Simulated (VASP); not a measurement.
# Ga3As2P: single point with PBE

The system is Ga3As2P.

```
P As Ga
1.0
     4.00398    0.00000    0.00000
    -2.00199    3.46755    0.00000
     0.00000    0.00000    9.81336
P As Ga
1 2 3
Direct
  0.00000 0.00000 0.00003
  0.33333 0.66667 0.33009
  0.66667 0.33333 0.66960
  0.33333 0.66667 0.07676
  0.66667 0.33333 0.41684
  0.00000 0.00000 0.75669
```

| Item | Value |
| --- | --- |
| Program | VASP 6.6.1 |
| Task | single point |
| Functional | PBE |
| Potentials or basis | VASP PAW PBE potentials, release 64 (P, As, Ga_d) |
| Cutoff | 520 eV |
| k mesh | 12 × 12 × 4 |
| Occupations | fermi-dirac, width 0.02 eV |
| Spin | no spin polarisation |
| Dipole correction | no |
| Further INCAR settings | ALGO = Normal; EDIFF = 1e-06; NBANDS = 36 |

```
Pressure               : 0.1 GPa
Largest force          : 0.014 eV/Å
Band gap on the k mesh : 0.53 eV
```

Forces in eV/Å, atoms in the order of the input:
```
P    0.000  0.000 -0.003
As   0.000  0.000  0.000
As   0.000  0.000  0.002
Ga   0.000  0.000 -0.011
Ga   0.000  0.000 -0.002
Ga   0.000  0.000  0.014
```

Levels at points of the mesh, in eV from the valence-band top:
| k point | band 24 | band 25 | band 26 | band 27 | band 28 | band 29 | band 30 | band 31 |
| --- | --- | --- | --- | --- | --- | --- | --- | --- |
| (0.00, 0.00, 0.00) | -0.74 | -0.10 | 0.00 | 0.00 | 0.53 | 1.09 | 1.40 | 3.65 |
| (0.50, 0.00, 0.00) | -2.55 | -2.52 | -1.71 | -1.48 | 1.51 | 1.61 | 2.24 | 2.41 |
| (0.00, 0.00, 0.50) | -0.50 | -0.50 | -0.23 | -0.23 | 0.96 | 1.56 | 1.76 | 4.00 |
| (0.50, 0.00, 0.50) | -2.52 | -2.17 | -1.16 | -1.12 | 1.01 | 1.72 | 2.04 | 3.27 |

Run time: 5 min on 1 thread of Intel(R) Xeon(R) Platinum 8488C (Sapphire Rapids), on a shared host, peak memory 0.44 GiB.

Caveat: semilocal functionals underestimate gaps, and a narrow one can read as zero. A k mesh can miss the band edges.
